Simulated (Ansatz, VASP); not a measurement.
## One calculation of Re2Pd, two programs

```
Re Pd
1.0
     0.00000    2.97162    2.97162
     2.97162    0.00000    2.97162
     2.97162    2.97162    0.00000
Re Pd
2 1
Direct
  0.25000 0.25000 0.25000
  0.75000 0.75000 0.75000
  0.00000 0.00000 0.00000
```

Alike in both runs: functional PBE; k mesh 14 × 14 × 14; occupations gaussian, width 0.1 eV; no spin polarisation.

Ansatz relaxed the structure, and its values are those at the end. VASP's run is a single point on that final structure, the one shown.

|  | VASP | Ansatz |
| --- | --- | --- |
| version | VASP 6.6.1 | Ansatz 0.2.0 |
| potentials or method | VASP PAW PBE potentials, release 64 (Re_sv_GW, Pd_sv_GW), cutoff 630 eV | scalar-relativistic, plane waves, PAW |
| valence electrons in the cell | 48 | 48 |

```csv
,VASP,Ansatz,Ansatz less VASP
gap on the k mesh at the Fermi level (eV),none,none,-
pressure (GPa),-0.4,0.0,+0.44
```

A gap of «none» marks a metal or a gap that the smearing closes. With one functional, cell and mesh, what is left measures potentials, basis and numerics.

Spin-orbit coupling is off throughout.
